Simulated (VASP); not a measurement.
Write the native input for VASP 6.6.1 that does the following.

| Quantity | Value |
| --- | --- |
| Task | single point |
| Functional | PBEsol |
| Potentials or basis | VASP PAW PBE potentials, release 64 (Mg, Si, O, H) |
| Cutoff | 520 eV |
| k mesh | 3 × 3 × 1 |
| Occupations | gaussian, width 0.1 eV |
| Spin | no spin polarisation |
| Dipole correction | no |
| Further INCAR settings | ALGO = Normal; EDIFF = 1e-06; NBANDS = 32 |

The structure of Mg8Si4HO lies in POSCAR:

```
Mg8Si4HO
1.0
    6.3910000000      0.0000000000      0.0000000000
    0.0000000000      6.3910000000      0.0000000000
    0.0000000000      0.0000000000     15.7932500000
Mg Si O H
8 4 1 1
Direct
    0.1650733844      0.7564237209      0.3489524955
    0.2596804882      0.2541193866      0.3532704162
    0.2481527148      0.2452395556      0.1508916784
    0.2364747301      0.7344946018      0.1488230098
    0.7503855422      0.7472298545      0.1463995061
    0.7325258958      0.2333486152      0.1495446472
    0.7647166328      0.1548695040      0.3532489513
    0.6834276326      0.6778200595      0.3341188166
    0.0000000000      0.0000000000      0.0633181897
   -0.0216527930      0.4501048349      0.2632365726
    0.4602547332     -0.0246332342      0.2635234673
    0.5000000000      0.5000000000      0.0633181897
   -0.1105546863      0.8704520419      0.4040629383
   -0.1741078079      0.7832361133      0.4502681842
```

The input as run:

INCAR

```
ALGO     = Normal         # electronic algorithm
EDIFF    = 1E-6           # SCF threshold, eV
ENCUT    = 520            # plane-wave cutoff, eV
GGA      = PS             # functional
ISIF     = 2              # what is computed and relaxed
ISMEAR   = 0              # smearing method
LASPH    = T              # aspherical terms in the spheres
LCHARG   = T              # write CHGCAR
LELF     = T              # ELF
LREAL    = F              # projectors in reciprocal space
LVHAR    = T            
LWAVE    = F              # write WAVECAR
NBANDS   = 32             # bands
NELM     = 80             # most SCF steps
PREC     = Accurate       # precision mode
SIGMA    = 0.1            # smearing width, eV
```

KPOINTS

```
k-points
0
Gamma
  3 3 1
```

Potentials or basis: VASP PAW PBE potentials, release 64 (Mg, Si, O, H).

Command:

```bash
$ cat potpaw_PBE.64/Mg/POTCAR potpaw_PBE.64/Si/POTCAR potpaw_PBE.64/O/POTCAR potpaw_PBE.64/H/POTCAR > POTCAR
$ mpirun -np 1 vasp_std > vasp.out
```

Results of the run:

The largest force is 1.130 eV/Å.

Caveat: the PAW data sets were made with another functional, which shifts forces and pressure a little; an odd number of electrons without spin polarisation forces a metal; a magnetic or distorted state may lie lower.

Run time: 9.5 min on 1 thread of AMD EPYC 7R13, on a shared host, peak memory 0.59 GiB.
